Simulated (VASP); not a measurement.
# Bi (R-3m) in VASP: a series of runs

Bi is run at these levels: PBEsol; tasks: electric field gradients.

Program: VASP 6.6.1. These are calculated values, not measurements. Logs are shortened: lines on timing, memory, paths and dates and some standing lists are left out, and cuts for length are marked.

**1. The cell of the first run**

It takes space group R-3m (No. 166, trigonal). Conventional cell: a = 4.546 Å, b = 4.546 Å, c = 11.981 Å, α = 90.00°, β = 90.00°, γ = 120.00°. Bi (site symmetry 3m) has 6 Bi at 3.08 to 3.54 Å within 4.1 Å.

**2. Electric field gradients, PBEsol (zz strain of +1 %)**

File INCAR:

```
ALGO     = Normal         # electronic algorithm
EDIFF    = 1E-8           # SCF threshold, eV
ENCUT    = 520            # plane-wave cutoff, eV
GGA      = PS             # functional
ISIF     = 2              # what is computed and relaxed
ISMEAR   = -1             # smearing method
LASPH    = T              # aspherical terms in the spheres
LCHARG   = F              # write CHGCAR
LEFG     = T            
LREAL    = F              # projectors in reciprocal space
LWAVE    = F              # write WAVECAR
NBANDS   = 22             # bands
NELM     = 60             # most SCF steps
PREC     = Accurate       # precision mode
SIGMA    = 0.03           # smearing width, eV
```

File KPOINTS:

```
k-points
0
Gamma
  10 10 10
```

File POSCAR:

```
Bi
1.0
    2.2729996784      1.3123169762      3.9935400000
   -2.2729996784      1.3123169762      3.9935400000
    0.0000000000     -2.6246339523      3.9935400000
Bi
2
Direct
    0.2338900000      0.2338900000      0.2338900000
    0.7661100000      0.7661100000      0.7661100000
```

Potentials or basis: VASP PAW PBE potentials, release 64 (Bi_d).

Launch:

```sh
$ cat potpaw_PBE.64/Bi_d/POTCAR > POTCAR
$ mpirun -np 1 vasp_std > vasp.out
```

OUTCAR:

```text
EDIFF = 1E-8
   ENCUT = 520
   GGA = PS
   ISIF = 2
   ISMEAR = -1
   LASPH = T
   LREAL = F
   NELM = 60
   PREC = Accurate

 ion  position               nearest neighbor table
   1  0.234  0.234  0.234-   2 3.08   2 3.08   2 3.08   2 3.54   2 3.54   2 3.54
   2  0.766  0.766  0.766-   1 3.08   1 3.08   1 3.08   1 3.54   1 3.54   1 3.54

  LATTYP: Found a trigonal (rhomboedric) cell.
 ALAT       =     4.7788141956
 COS(alpha) =     0.5475313915

  Lattice vectors:

 A1 = (   2.2729996784,   1.3123169762,   3.9935400000)
 A2 = (  -2.2729996784,   1.3123169762,   3.9935400000)
 A3 = (   0.0000000000,  -2.6246339523,   3.9935400000)

Analysis of symmetry for initial positions (statically):
=====================================================================
 Subroutine PRICEL returns:
 Original cell was already a primitive cell.

 Routine SETGRP: Setting up the symmetry group for a
 trigonal (rhombohedral) supercell.

 Subroutine GETGRP returns: Found 12 space group operations
 (whereof 12 operations were pure point group operations)
 out of a pool of 12 trial point group operations.

The static configuration has the point symmetry D_3d.

Analysis of symmetry for dynamics (positions and initial velocities):
=====================================================================
 Subroutine PRICEL returns:
 Original cell was already a primitive cell.

 Routine SETGRP: Setting up the symmetry group for a
 trigonal (rhombohedral) supercell.

 Subroutine GETGRP returns: Found 12 space group operations
 (whereof 12 operations were pure point group operations)
 out of a pool of 12 trial point group operations.

The dynamic configuration has the point symmetry D_3d.

 Subroutine INISYM returns: Found 12 space group operations
 (whereof 12 operations are pure point group operations),
 and found     1 'primitive' translations

----------------------------------------------------------------------------------------

                                     Primitive cell

  volume of cell :      71.4739

  direct lattice vectors                    reciprocal lattice vectors
     2.272999678  1.312316976  3.993540000     0.219973634  0.127001837  0.083468134
    -2.272999678  1.312316976  3.993540000    -0.219973634  0.127001837  0.083468134
     0.000000000 -2.624633952  3.993540000     0.000000000 -0.254003674  0.083468134

  length of vectors
     4.778814196  4.778814196  4.778814196     0.267366407  0.267366407  0.267366407

  position of ions in fractional coordinates (direct lattice)
     0.233890000  0.233890000  0.233890000
     0.766110000  0.766110000  0.766110000

  ion indices of the primitive-cell ions
   primitive index   ion index
                 1           1
                 2           2

----------------------------------------------------------------------------------------

 KPOINTS: k-points

Automatic generation of k-mesh.
 Grid dimensions read from file:
 generate k-points for:   10   10   10

 Generating k-lattice:

  Cartesian coordinates                     Fractional coordinates (reciprocal lattice)
     0.021997363  0.012700184  0.008346813     0.100000000  0.000000000 -0.000000000
    -0.021997363  0.012700184  0.008346813     0.000000000  0.100000000 -0.000000000
     0.000000000 -0.025400367  0.008346813    -0.000000000 -0.000000000  0.100000000

  Length of vectors
     0.026736641  0.026736641  0.026736641

  Shift w.r.t. Gamma in fractional coordinates (k-lattice)
     0.000000000  0.000000000  0.000000000

 Subroutine IBZKPT returns following result:
 ===========================================

 Found    116 irreducible k-points:

 Following reciprocal coordinates:
            Coordinates               Weight
  0.000000  0.000000  0.000000      1.000000
  0.100000  0.000000 -0.000000      6.000000
  0.200000  0.000000 -0.000000      6.000000
  0.300000  0.000000 -0.000000      6.000000
  0.400000  0.000000 -0.000000      6.000000
  0.500000  0.000000  0.000000      3.000000
[... 16 lines left out ...]
  0.300000  0.300000 -0.000000      6.000000
  0.400000  0.300000 -0.000000     12.000000
 [... further k-points ...]
   k-points           NKPTS =    116   k-points in BZ     NKDIM =    116   number of bands    NBANDS=     22
   number of dos      NEDOS =    301   number of ions     NIONS =      2
   total plane-waves  NPLWV =  46656
   dimension x,y,z NGX =    36 NGY =   36 NGZ =   36
   dimension x,y,z NGXF=    72 NGYF=   72 NGZF=   72
   ions per type =               2
   NGX,Y,Z   is equivalent  to a cutoff of  12.52, 12.52, 12.52 a.u.
   NGXF,Y,Z  is equivalent  to a cutoff of  25.05, 25.05, 25.05 a.u.
 SYSTEM =  unknown system
   PREC   = accura    normal or accurate (medium, high low for compatibility)
   ISTART =      0    job   : 0-new  1-cont  2-samecut
   ICHARG =      2    charge: 1-file 2-atom 10-const
   ISPIN  =      1    spin polarized calculation?
   LNONCOLLINEAR =      F non collinear calculations
   LSORBIT =      F    spin-orbit coupling
   LASPH  =      T    aspherical Exc in radial PAW
   ENCUT  =  520.0 eV  38.22 Ry    6.18 a.u.   8.89  8.89  8.89*2*pi/ulx,y,z
   NELM   =     60;   NELMIN=  2; NELMDL= -5     # of ELM steps
   EDIFF  = 0.1E-07   stopping-criterion for ELM
   LREAL  =      F    real-space projection
   EDIFFG = 0.1E-06   stopping-criterion for IOM
   NSW    =      0    number of steps for IOM
   IBRION =     -1    ionic relax: 0-MD 1-quasi-New 2-CG
   NFREE  =      0    steps in history (QN), initial steepest desc. (CG)
   ISIF   =      2    stress and relaxation
   ISYM   =      2    0-nonsym 1-usesym 2-fastsym
   POTIM  = 0.5000    time-step for ionic-motion
   TEBEG  =    0.0;   TEEND  =   0.0 temperature during run
   PSTRESS=    0.0 pullay stress
   NELECT =      30.0000    total number of electrons
   NUPDOWN=      -1.0000    fix difference up-down
   EMIN   =  10.00;   EMAX   =-10.00  energy-range for DOS
   EFERMI =   0.00;   METHOD = LEGACY
   ISMEAR =    -1;   SIGMA  =   0.03  broadening in eV -4-tet -1-fermi 0-gaus
   EFERMI_NEDOS =   21; number of points for ismear=-14 and -15
   IALGO  =     38    algorithm
   IMIX   =      4    mixing-type and parameters
     AMIX     =   0.40;   BMIX     =  1.00
     AMIX_MAG =   1.60;   BMIX_MAG =  1.00
  volume/ion in A,a.u.               =      35.74       241.16
  Fermi-wavevector in a.u.,A,eV,Ry     =   1.225743  2.316319 20.442020  1.502446
  Thomas-Fermi vector in A             =   2.360770
   LORBIT       =      0    0 simple, 1 ext, 2 COOP (PROOUT), +10 PAW based schemes
   GGA     = PS    functional components
   LHFCALC =     F    Hartree Fock is set to
   AEXX    =    0.0000 exact exchange contribution
   IVDW    =     0    specifies the selected vdW correction
   LEPSILON=     F    determine dielectric tensor
   LRPA    =     F    only Hartree local field effects (RPA)
 non-spin polarized calculation
  energy-cutoff  :      520.00
  volume of cell :       71.47
 maximum number of plane-waves:      1958
   NGX = 17   NGY = 17   NGZ = 17

 number of electron      30.0000003 magnetization

 Free energy of the ion-electron system (eV)
  ---------------------------------------------------
  ext. energy  EPLUGINS =         0.00000000
  ---------------------------------------------------
  free energy    TOTEN  =        -8.59786135 eV

  energy without entropy =       -8.59724151  energy(sigma->0) =       -8.59755143

 E-fermi :   5.9604     XC(G=0):  -9.6266

 val. band max:        5.9580582686   @ k =  -0.4000   0.5000   0.4000
 cond. band min:       6.0237080748   @ k =   0.4000   0.1000   0.1000
 fundamental gap:      0.0656498061
 Fermi energy:         5.9604409606

 k-point     1 :       0.0000    0.0000    0.0000
  band No.  band energies     occupation
      1     -16.8375      2.00000
      2     -16.8375      2.00000
      3     -16.6905      2.00000
      4     -16.6905      2.00000
      5     -16.6766      2.00000
      6     -16.5131      2.00000
[... 14 lines left out ...]
     21      11.7989      0.00000
     22      11.9344      0.00000

 k-point     2 :       0.1000    0.0000   -0.0000
  band No.  band energies     occupation
      1     -16.8306      2.00000
      2     -16.8285      2.00000
      3     -16.6875      2.00000
      4     -16.6851      2.00000
      5     -16.6720      2.00000
      6     -16.5174      2.00000
[... 542 lines left out ...]
 k-point    24 :       0.4000    0.3000   -0.0000
  band No.  band energies     occupation
      1     -16.8206      2.00000
      2     -16.6979      2.00000
      3     -16.6907      2.00000
      4     -16.6276      2.00000
      5     -16.6097      2.00000
      6     -16.5741      2.00000
[... 14 lines left out ...]
     21      15.1395      0.00000
     22      15.2270      0.00000

 [... further k-points ...]

------------------------ aborting loop because EDIFF is reached ----------------------------------------

  FORCE on cell =-STRESS in cart. coord.  units (eV):
  Direction    XX          YY          ZZ          XY          YZ          ZX
  --------------------------------------------------------------------------------------
  -------------------------------------------------------------------------------------
  Total       -0.4737076     -0.4737076     -0.5418985      0.0000000     -0.0000000      0.0000000
  in kB      -10.6187524    -10.6187524    -12.1473378      0.0000000     -0.0000000      0.0000000
  external PRESSURE =     -11.1282808 kB  Pullay stress =       0.0000000 kB

 VOLUME and BASIS-vectors are now :
 -----------------------------------------------------------------------------
  energy-cutoff  :      520.00
  volume of cell :       71.47
      direct lattice vectors                 reciprocal lattice vectors
     2.272999678  1.312316976  3.993540000     0.219973634  0.127001837  0.083468134
    -2.272999678  1.312316976  3.993540000    -0.219973634  0.127001837  0.083468134
     0.000000000 -2.624633952  3.993540000     0.000000000 -0.254003674  0.083468134

 POSITION                                       TOTAL-FORCE (eV/Angst)
 -----------------------------------------------------------------------------------
      0.00000      0.00000      2.80215         0.000000      0.000000      0.057120
      0.00000      0.00000      9.17847         0.000000     -0.000000     -0.057120
 -----------------------------------------------------------------------------------
    total drift:                                0.000000     -0.000000      0.000000

  FREE ENERGIE OF THE ION-ELECTRON SYSTEM (eV)
  ---------------------------------------------------
  free  energy   TOTEN  =        -8.5978613544 eV

  energy  without entropy=       -8.5972415087  energy(sigma->0) =       -8.59755143

 Electric field gradients (V/A^2)
---------------------------------------------------------------------
 ion       V_xx      V_yy      V_zz      V_xy      V_xz      V_yz
---------------------------------------------------------------------
   1      11.142    11.142   -22.285    -0.000     0.000    -0.000
   2      11.142    11.142   -22.285     0.000    -0.000    -0.000
---------------------------------------------------------------------

 Electric field gradients after diagonalization (V/A^2)
 (convention: |V_zz| > |V_xx| > |V_yy|)
----------------------------------------------------------------------
 ion       V_xx      V_yy      V_zz     asymmetry (V_yy - V_xx)/ V_zz
----------------------------------------------------------------------
   1      11.142    11.142   -22.285       0.000
   2      11.142    11.142   -22.285       0.000
----------------------------------------------------------------------

           NMR quadrupolar parameters

 Cq : quadrupolar parameter    Cq=e*Q*V_zz/h
 eta: asymmetry parameters     (V_yy - V_xx)/ V_zz
 Q  : nuclear electric quadrupole moment in mb (millibarn)
----------------------------------------------------------------------
 ion       Cq(MHz)       eta       Q (mb)
----------------------------------------------------------------------
   1      -0.054       0.000       1.000
   2      -0.054       0.000       1.000
----------------------------------------------------------------------
```

Wall time 2 min (1 thread of AMD EPYC 9R45 (Zen 5), shared host); peak memory 0.26 GiB.

What came out:

* Free energy: -8.5979 eV
* Pressure: -1.1 GPa
* Largest force: 0.057 eV/Å
* Band gap on the k mesh: zero (bands 15 and 16 overlap by 0.22 eV)
* Largest electric field gradient by atom: Bi -22.3 V/Å²

Forces in eV/Å, atoms in the order of the input:
```
Bi   0.000  0.000  0.057
Bi   0.000  0.000 -0.057
```

Stress tensor (GPa, compression positive):
```
-1.06  0.00  0.00
 0.00 -1.06  0.00
 0.00  0.00 -1.21
```

Electric field gradients, principal values (V/Å²):
```
atom   least  middle  greatest (by size)
1 Bi  11.142  11.142             -22.285
2 Bi  11.142  11.142             -22.285
```

Caveat: the cell differs from its parent crystal (zz strain of +1 %); without QUAD_EFG the Cq values of the log hold for a quadrupole moment of 1 mb, not for the nuclei; the PAW data sets were made with another functional, which shifts forces and pressure a little; spin-orbit coupling is left out, which moves the levels of the heavy elements.

(Part 1 of 3 ends here.)

The gap in the log of VASP goes by the Fermi energy; the results here count the filled bands.